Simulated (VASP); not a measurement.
# Zn3CdSi4P8 (P1) in VASP: single point with PBEsol

Aim: the single point of Zn3CdSi4P8 with PBEsol.

Program: VASP 6.6.1. These are calculated values, not measurements. Logs are shortened: lines on timing, memory, paths and dates and some standing lists are left out, and cuts for length are marked.

## Step 1: The cell of the first run

The typed cell holds 16 atoms: a = 5.408 Å, b = 5.408 Å, c = 10.456 Å, α = 90.00°, β = 90.00°, γ = 90.00°.

## Step 2: Single point, PBEsol, collinear spin

INCAR reads:

```
PREC = Accurate ; ENCUT = 500
EDIFF = 1E-6 ; ISMEAR = -1
SIGMA = 0.05 ; LREAL = F
LASPH = T ; NELM = 200
ALGO = Normal ; ISIF = 2
LWAVE = F ; LCHARG = T
ISPIN = 2 ; MAGMOM = 0.25 0.25 0.25 0.25 0.25 0.25 0.25 0.25 0.25 0.25 0.25 0.25 0.25 0.25 0.25 0.25
LORBIT = 11 ; GGA = PS
LELF = T ; LVHAR = T
NBANDS = 70 ; GGA_COMPAT = F
```

KPOINTS reads:

```
Automatic mesh
0
Gamma
  2 2 2
  0.5 0.5 0.5
```

POSCAR reads:

```
Zn3CdSi4P8
1.0
    5.4078730000     -0.0000270000     -0.0000080000
   -0.0000270000      5.4078730000     -0.0000080000
   -0.0000160000     -0.0000160000     10.4557170000
Zn Si P Cd
3 4 8 1
Direct
    0.0002120000      0.0084790000      0.0026190000
    0.0003680000      0.4958470000      0.2500410000
    0.5000380000      0.5003220000      0.4966860000
    0.0044620000      0.0013430000      0.4963520000
    0.5015150000      0.9982180000      0.2514110000
    0.5059780000      0.5056260000      0.9982130000
    0.9917880000      0.5044710000      0.7509050000
    0.2630030000      0.2505090000      0.1292240000
    0.2269790000      0.2605360000      0.6245430000
    0.7252590000      0.7502190000      0.1219070000
    0.7439890000      0.2293310000      0.3725200000
    0.2497950000      0.7721940000      0.3792530000
    0.2531690000      0.7276160000      0.8766620000
    0.7700720000      0.7474090000      0.6233570000
    0.7506940000      0.2683070000      0.8748480000
    0.4975860000      0.0038120000      0.7483440000
```

Potentials or basis: VASP PAW PBE potentials, release 64 (Zn, Si, P, Cd).

Launch:

```
$ cat potpaw_PBE.64/Zn/POTCAR potpaw_PBE.64/Si/POTCAR potpaw_PBE.64/P/POTCAR potpaw_PBE.64/Cd/POTCAR > POTCAR
$ mpirun -np 1 vasp_std > vasp.out
```

OUTCAR:

```text
PREC = Accurate
   ENCUT = 500
   EDIFF = 1E-6
   ISMEAR = -1
   LREAL = F
   LASPH = T
   NELM = 200
   ISIF = 2
   ISPIN = 2
   LORBIT = 11
   GGA = PS

 ion  position               nearest neighbor table
   1  0.000  0.008  0.003-   8 2.34  15 2.36  10 2.39  13 2.43
   2  0.000  0.496  0.250-   8 2.32  11 2.37  12 2.42  10 2.43
   3  0.500  0.500  0.497-  12 2.35  11 2.36   9 2.38  14 2.38
   4  0.004  0.001  0.496-  12 2.19  11 2.28   9 2.28  14 2.29
   5  0.502  0.998  0.251-  11 2.21  10 2.26  12 2.27   8 2.27
   6  0.506  0.506  0.998-  10 2.20  13 2.22  15 2.25   8 2.35
[... 8 lines left out ...]
  15  0.751  0.268  0.875-   7 2.24   6 2.25   1 2.36  16 2.38
  16  0.498  0.004  0.748-  15 2.38   9 2.40  13 2.40  14 2.41

  LATTYP: Found a simple tetragonal cell.
 ALAT       =     5.4078730001
 C/A-ratio  =     1.9334250268

  Lattice vectors:

 A1 = (   5.4078730000,  -0.0000270000,  -0.0000080000)
 A2 = (  -0.0000270000,   5.4078730000,  -0.0000080000)
 A3 = (  -0.0000160000,  -0.0000160000,  10.4557170000)

Analysis of symmetry for initial positions (statically):
=====================================================================
 Subroutine PRICEL returns:
 Original cell was already a primitive cell.

 Routine SETGRP: Setting up the symmetry group for a
 simple tetragonal supercell.

 Subroutine GETGRP returns: Found  1 space group operations
 (whereof  1 operations were pure point group operations)
 out of a pool of 16 trial point group operations.

The static configuration has the point symmetry C_1 .

Analysis of symmetry for dynamics (positions and initial velocities):
=====================================================================
 Subroutine PRICEL returns:
 Original cell was already a primitive cell.

 Routine SETGRP: Setting up the symmetry group for a
 simple tetragonal supercell.

 Subroutine GETGRP returns: Found  1 space group operations
 (whereof  1 operations were pure point group operations)
 out of a pool of 16 trial point group operations.

The dynamic configuration has the point symmetry C_1 .

Analysis of structural, dynamic, and magnetic symmetry:
=====================================================================
 Subroutine PRICEL returns:
 Original cell was already a primitive cell.

 Routine SETGRP: Setting up the symmetry group for a
 simple tetragonal supercell.

 Subroutine GETGRP returns: Found  1 space group operations
 (whereof  1 operations were pure point group operations)
 out of a pool of 16 trial point group operations.

The overall configuration has the point symmetry C_1 .

 Subroutine INISYM returns: Found  1 space group operations
 (whereof  1 operations are pure point group operations),
 and found     1 'primitive' translations

----------------------------------------------------------------------------------------

                                     Primitive cell

  volume of cell :     305.7784

  direct lattice vectors                    reciprocal lattice vectors
     5.407873000 -0.000027000 -0.000008000     0.184915585  0.000000923  0.000000283
    -0.000027000  5.407873000 -0.000008000     0.000000923  0.184915585  0.000000283
    -0.000016000 -0.000016000 10.455717000     0.000000141  0.000000141  0.095641456

  length of vectors
     5.407873000  5.407873000 10.455717000     0.184915585  0.184915585  0.095641456

  position of ions in fractional coordinates (direct lattice)
     0.000212000  0.008479000  0.002619000
     0.000368000  0.495847000  0.250041000
     0.500038000  0.500322000  0.496686000
     0.004462000  0.001343000  0.496352000
     0.501515000  0.998218000  0.251411000
     0.505978000  0.505626000  0.998213000
[... 8 lines left out ...]
     0.750694000  0.268307000  0.874848000
     0.497586000  0.003812000  0.748344000

  ion indices of the primitive-cell ions
   primitive index   ion index
                 1           1
                 2           2
                 3           3
                 4           4
                 5           5
                 6           6
[... 8 lines left out ...]
                15          15
                16          16

----------------------------------------------------------------------------------------

 KPOINTS: Automatic mesh

Automatic generation of k-mesh.
 Grid dimensions read from file:
 generate k-points for:    2    2    2

 Generating k-lattice:

  Cartesian coordinates                     Fractional coordinates (reciprocal lattice)
     0.092457793  0.000000462  0.000000141     0.500000000 -0.000000000 -0.000000000
     0.000000462  0.092457793  0.000000141    -0.000000000  0.500000000 -0.000000000
     0.000000071  0.000000071  0.047820728    -0.000000000 -0.000000000  0.500000000

  Length of vectors
     0.092457793  0.092457793  0.047820728

  Shift w.r.t. Gamma in fractional coordinates (k-lattice)
     0.500000000  0.500000000  0.500000000

 Subroutine IBZKPT returns following result:
 ===========================================

 Found      4 irreducible k-points:

 Following reciprocal coordinates:
            Coordinates               Weight
  0.250000  0.250000  0.250000      2.000000
 -0.250000  0.250000  0.250000      2.000000
 -0.250000 -0.250000  0.250000      2.000000
  0.250000 -0.250000  0.250000      2.000000
   k-points           NKPTS =      4   k-points in BZ     NKDIM =      4   number of bands    NBANDS=     70
   number of dos      NEDOS =    301   number of ions     NIONS =     16
   total plane-waves  NPLWV = 128000
   dimension x,y,z NGX =    40 NGY =   40 NGZ =   80
   dimension x,y,z NGXF=    80 NGYF=   80 NGZF=  160
   ions per type =               3   4   8   1
   NGX,Y,Z   is equivalent  to a cutoff of  12.30, 12.30, 12.72 a.u.
   NGXF,Y,Z  is equivalent  to a cutoff of  24.59, 24.59, 25.44 a.u.
 SYSTEM =  unknown system
   PREC   = accura    normal or accurate (medium, high low for compatibility)
   ISTART =      0    job   : 0-new  1-cont  2-samecut
   ICHARG =      2    charge: 1-file 2-atom 10-const
   ISPIN  =      2    spin polarized calculation?
   LNONCOLLINEAR =      F non collinear calculations
   LSORBIT =      F    spin-orbit coupling
   LASPH  =      T    aspherical Exc in radial PAW
   ENCUT  =  500.0 eV  36.75 Ry    6.06 a.u.   9.86  9.86 19.06*2*pi/ulx,y,z
   NELM   =    200;   NELMIN=  2; NELMDL= -5     # of ELM steps
   EDIFF  = 0.1E-05   stopping-criterion for ELM
   LREAL  =      F    real-space projection
   EDIFFG = 0.1E-04   stopping-criterion for IOM
   NSW    =      0    number of steps for IOM
   IBRION =     -1    ionic relax: 0-MD 1-quasi-New 2-CG
   NFREE  =      0    steps in history (QN), initial steepest desc. (CG)
   ISIF   =      2    stress and relaxation
   ISYM   =      2    0-nonsym 1-usesym 2-fastsym
   POTIM  = 0.5000    time-step for ionic-motion
   TEBEG  =    0.0;   TEEND  =   0.0 temperature during run
   PSTRESS=    0.0 pullay stress
   NELECT =     104.0000    total number of electrons
   NUPDOWN=      -1.0000    fix difference up-down
   EMIN   =  10.00;   EMAX   =-10.00  energy-range for DOS
   EFERMI =   0.00;   METHOD = LEGACY
   ISMEAR =    -1;   SIGMA  =   0.05  broadening in eV -4-tet -1-fermi 0-gaus
   EFERMI_NEDOS =   21; number of points for ismear=-14 and -15
   IALGO  =     38    algorithm
   IMIX   =      4    mixing-type and parameters
     AMIX     =   0.40;   BMIX     =  1.00
     AMIX_MAG =   1.60;   BMIX_MAG =  1.00
  volume/ion in A,a.u.               =      19.11       128.97
  Fermi-wavevector in a.u.,A,eV,Ry     =   1.142748  2.159480 17.767471  1.305872
  Thomas-Fermi vector in A             =   2.279445
   LORBIT       =     11    0 simple, 1 ext, 2 COOP (PROOUT), +10 PAW based schemes
   GGA     = PS    functional components
   LHFCALC =     F    Hartree Fock is set to
   AEXX    =    0.0000 exact exchange contribution
   IVDW    =     0    specifies the selected vdW correction
   LEPSILON=     F    determine dielectric tensor
   LRPA    =     F    only Hartree local field effects (RPA)
 spin polarized calculation
  energy-cutoff  :      500.00
  volume of cell :      305.78
 maximum number of plane-waves:      7768
   NGX = 19   NGY = 19   NGZ = 39

 number of electron     104.0000018 magnetization       0.0001843

 number of electron     104.0000018 magnetization      -0.0000470

 Free energy of the ion-electron system (eV)
  ---------------------------------------------------
  ext. energy  EPLUGINS =         0.00000000
  ---------------------------------------------------
  free energy    TOTEN  =       -78.89079793 eV

  energy without entropy =      -78.89079793  energy(sigma->0) =      -78.89079793

 E-fermi :   5.3935     XC(G=0): -10.0077

 val. band max:        4.2488841235   @ k =   0.2500  -0.2500   0.2500
 cond. band min:       6.5594619813   @ k =  -0.2500  -0.2500   0.2500
 fundamental gap:      2.3105778578
 Fermi energy:         5.3935115984

 spin component 1

 k-point     1 :       0.2500    0.2500    0.2500
  band No.  band energies     occupation
      1      -8.0117      1.00000
      2      -7.6062      1.00000
      3      -6.9407      1.00000
      4      -6.3689      1.00000
      5      -6.0783      1.00000
      6      -5.9674      1.00000
[... 56 lines left out ...]
     63       8.6218      0.00000
     64       8.7572      0.00000

 k-point     2 :      -0.2500    0.2500    0.2500
  band No.  band energies     occupation
      1      -8.0054      1.00000
      2      -7.6188      1.00000
      3      -6.8953      1.00000
      4      -6.4278      1.00000
      5      -6.0821      1.00000
      6      -5.9904      1.00000
[... 190 lines left out ...]
     63       8.5452      0.00000
     64       8.8157      0.00000
 Fermi energy:         5.3935115984

 spin component 2

 k-point     1 :       0.2500    0.2500    0.2500
  band No.  band energies     occupation
      1      -8.0117      1.00000
      2      -7.6062      1.00000
      3      -6.9407      1.00000
      4      -6.3689      1.00000
      5      -6.0783      1.00000
      6      -5.9675      1.00000
[... 56 lines left out ...]
     63       8.6218      0.00000
     64       8.7572      0.00000

 k-point     2 :      -0.2500    0.2500    0.2500
  band No.  band energies     occupation
      1      -8.0054      1.00000
      2      -7.6188      1.00000
      3      -6.8953      1.00000
      4      -6.4278      1.00000
      5      -6.0821      1.00000
      6      -5.9904      1.00000
[... 190 lines left out ...]
     63       8.5452      0.00000
     64       8.8157      0.00000
 [bands above 64 left out]

------------------------ aborting loop because EDIFF is reached ----------------------------------------

  FORCE on cell =-STRESS in cart. coord.  units (eV):
  Direction    XX          YY          ZZ          XY          YZ          ZX
  --------------------------------------------------------------------------------------
  -------------------------------------------------------------------------------------
  Total        3.4332278      3.6194234      1.4342206     -0.7700446      1.0110084      0.6888089
  in kB       17.9889751     18.9645780      7.5148400     -4.0347781      5.2973489      3.6091302
  external PRESSURE =      14.8227977 kB  Pullay stress =       0.0000000 kB

 VOLUME and BASIS-vectors are now :
 -----------------------------------------------------------------------------
  energy-cutoff  :      500.00
  volume of cell :      305.78
      direct lattice vectors                 reciprocal lattice vectors
     5.407873000 -0.000027000 -0.000008000     0.184915585  0.000000923  0.000000283
    -0.000027000  5.407873000 -0.000008000     0.000000923  0.184915585  0.000000283
    -0.000016000 -0.000016000 10.455717000     0.000000141  0.000000141  0.095641456

 POSITION                                       TOTAL-FORCE (eV/Angst)
 -----------------------------------------------------------------------------------
      0.00115      0.04585      0.02738         0.101010     -0.312985     -0.079584
      0.00197      2.68147      2.61435        -0.161668      0.370028      0.090841
      2.70412      2.70566      5.19320        -0.003526     -0.036490      0.220073
      0.02412      0.00725      5.18972        -0.516734      0.405760      0.718279
      2.71210      5.39822      2.62867        -0.560459     -0.122701     -0.357561
      2.73624      2.73433     10.43702        -0.695876     -0.881276      0.294648
[... 8 lines left out ...]
      4.05964      1.45094      9.14715         0.725650      0.724482      0.855801
      2.69087      0.02059      7.82447        -0.124431     -0.152666     -0.155600
 -----------------------------------------------------------------------------------
    total drift:                               -0.000790      0.000641      0.000804

  FREE ENERGIE OF THE ION-ELECTRON SYSTEM (eV)
  ---------------------------------------------------
  free  energy   TOTEN  =       -78.8907979254 eV

  energy  without entropy=      -78.8907979250  energy(sigma->0) =      -78.89079793

 total charge

# of ion       s       p       d       tot
------------------------------------------
    1        0.576   0.537   9.749  10.862
    2        0.575   0.533   9.748  10.856
    3        0.580   0.551   9.750  10.881
    4        0.736   0.875   0.000   1.610
    5        0.735   0.885   0.000   1.619
    6        0.736   0.883   0.000   1.618
[... 8 lines left out ...]
   15        1.017   1.546   0.000   2.563
   16        0.534   0.543   9.492  10.569
--------------------------------------------------
tot         13.328  17.964  38.740  70.032

 magnetization (x)

# of ion       s       p       d       tot
------------------------------------------
    1        0.000   0.000  -0.000   0.000
    2        0.000   0.000   0.000   0.000
    3        0.000   0.000   0.000   0.000
    4        0.000   0.000   0.000   0.000
    5        0.000   0.000   0.000   0.000
    6        0.000   0.000   0.000   0.000
[... 8 lines left out ...]
   15       -0.000  -0.000   0.000  -0.000
   16        0.000   0.000  -0.000   0.000
--------------------------------------------------
tot          0.000  -0.000   0.000  -0.000
```

Wall time 2.4 min (1 thread of AMD EPYC 9R45 (Zen 5), shared host); peak memory 0.47 GiB.

What came out:

```
Free energy                                           : -78.8908 eV
Pressure                                              : 1.5 GPa
Largest force                                         : 1.336 eV/Å
Band gap on the k mesh                                : 2.31 eV (least direct gap 2.33 eV)
Net moment                                            : 0.00 μB per cell
Valence electrons inside the program's atomic spheres : Zn 10.86, 10.88 (each value once); Si 1.61, 1.62 (each value once); P 2.53, 2.55, 2.56 (each value once); Cd 10.57
```

Forces on the atoms (eV/Å):
```
Zn   0.101 -0.313 -0.080
Zn  -0.162  0.370  0.091
Zn  -0.004 -0.036  0.220
Si  -0.517  0.406  0.718
Si  -0.560 -0.123 -0.358
Si  -0.696 -0.881  0.295
Si   0.565 -0.082  0.059
P    0.615  0.189 -0.423
P   -0.744  0.430 -0.836
P    0.763  0.310  0.520
P    0.463  0.260  0.300
P    0.249 -0.543 -0.756
P   -1.192 -0.288  0.487
P    0.518 -0.270 -0.936
P    0.726  0.724  0.856
Cd  -0.124 -0.153 -0.156
```

Caveat: the k points lie up to 0.58 Å⁻¹ apart; the PAW data sets were made with another functional, which shifts forces and pressure a little; a shifted mesh leaves out Γ, where band edges can lie.
